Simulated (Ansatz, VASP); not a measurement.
# CaF2: VASP beside Ansatz

INCAR

```
ALGO = Normal ; EDIFF = 1E-6
ENCUT = 600 ; GGA_COMPAT = F
ISIF = 2 ; ISMEAR = -1
LASPH = T ; LCHARG = T
LELF = T ; LREAL = F
LVHAR = T ; LWAVE = F
NBANDS = 19 ; NELM = 120
PREC = Accurate ; SIGMA = 0.03
```

Contents of KPOINTS:

```
k-points
0
Gamma
  10 10 10
```

The input POSCAR:

```
CaF2
1.0
    0.0000000000      2.7848175212      2.7848175212
    2.7848175212      0.0000000000      2.7848175212
    2.7848175212      2.7848175212      0.0000000000
Ca F
1 2
Direct
    0.0000000000      0.0000000000      0.0000000000
    0.2500000000      0.2500000000      0.2500000000
    0.7500000000      0.7500000000      0.7500000000
```

Input for Ansatz:

```yaml
crystal:
  lattice:
    - [0.0, 2.7848175212, 2.7848175212]
    - [2.7848175212, 0.0, 2.7848175212]
    - [2.7848175212, 2.7848175212, 0.0]
  atoms:
    - { symbol: Ca, position: [0.0, 0.0, 0.0] }
    - { symbol: F, position: [0.25, 0.25, 0.25] }
    - { symbol: F, position: [0.75, 0.75, 0.75] }
kpoints:
  mp_grid: { grid: [10, 10, 10] }
  band_path:
    path:
      - [0.0, 0.0, 0.0]
      - [0.5, 0.0, 0.5]
      - [0.625, 0.25, 0.625]
      - [0.375, 0.375, 0.75]
      - [0.0, 0.0, 0.0]
      - [0.5, 0.5, 0.5]
      - [0.5, 0.25, 0.75]
      - [0.5, 0.0, 0.5]
    npoints: 5
scf:
  occupations: { method: fermi_dirac, width: 0.03 }
hamiltonian:
  xc: lda
  pseudopotentials: { kind: all_electron, lapw: { basis_error: 0.0005 } }
output:
  forces: true
  stress: true
  eigenvalues: true
```

Change from the starting cell: volume scaled by 1.06.

Alike in both runs: task single point; functional LDA; k mesh 10 × 10 × 10; occupations fermi-dirac, width 0.03 eV; no spin polarisation.

|  | VASP | Ansatz |
| --- | --- | --- |
| version | VASP 6.6.1 | Ansatz 0.2.0 |
| potentials or method | VASP PAW LDA potentials, release 64 (Ca_sv, F), cutoff 600 eV | all-electron LAPW, scalar-relativistic |

```tsv
	VASP	Ansatz	Ansatz less VASP
gap on the k mesh at the Fermi level (eV)	6.57	6.58	+0.005
pressure (GPa)	-9.8	-10.0	-0.16
```

LDA's correlation is that of Perdew and Zunger in VASP and of Perdew and Wang (1992) in Ansatz. Ansatz ran all-electron here, and VASP with PAW potentials.
